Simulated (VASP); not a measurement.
A run of VASP 6.6.1 is set up as follows.

File INCAR:

```
SYSTEM = LiEuH4
PREC = Accurate
ENCUT = 520
EDIFF = 1E-6
ISMEAR = 0
SIGMA = 0.1
LREAL = .FALSE.
LASPH = .TRUE.
NELM = 150
ALGO = Normal
ISIF = 2
LWAVE = .FALSE.
LCHARG = .TRUE.
ISPIN = 2
MAGMOM = 0 7 0 0 0 0
LORBIT = 11
LMAXMIX = 6
GGA = PE
LELF = .TRUE.
LVHAR = .TRUE.
NBANDS = 25
```

The input KPOINTS:

```
regular mesh
0
G
  4 4 6
  0 0 0
```

POSCAR

```
LiEuH4
1.0
    5.0276227900      0.0000000000      0.0000000000
    0.0000000000      5.0276227900      0.0000000000
    0.0000000000      0.0000000000      3.1572146700
Li Eu H
1 1 4
Direct
    0.0000000000      0.0000000000      0.5000000000
    0.5000000000      0.5000000000      0.5000000000
    0.8560044200      0.0000000000      0.0000000000
    0.1439955800      0.0000000000      0.0000000000
    0.0000000000      0.8560044200      0.0000000000
    0.0000000000      0.1439955800      0.0000000000
```

Potentials or basis: VASP PAW PBE potentials, release 64 (Li_sv, Eu, H).

Run with:

```sh
$ cat potpaw_PBE.64/Li_sv/POTCAR potpaw_PBE.64/Eu/POTCAR potpaw_PBE.64/H/POTCAR > POTCAR
$ mpirun -np 1 vasp_std > vasp.out
```

Question: What does it give for the site moments?

Answer: Li +0.01; Eu +6.88; H -0.01 μB.

Question: Estimate the largest force.

Answer: 3.544 eV/Å.

Question: What does it give for the net moment?

Answer: 7.68 μB per cell.

Forces on the atoms (eV/Å):
```
Li   0.000  0.000  0.000
Eu   0.000  0.000  0.000
H   -3.544  0.000  0.000
H    3.544  0.000  0.000
H    0.000 -3.544  0.000
H    0.000  3.544  0.000
```

Caveat: forces of over 1 eV/Å act on the atoms, so gaps and moduli don't describe the material at rest. The state reached can hang on the start; a lower one may exist.
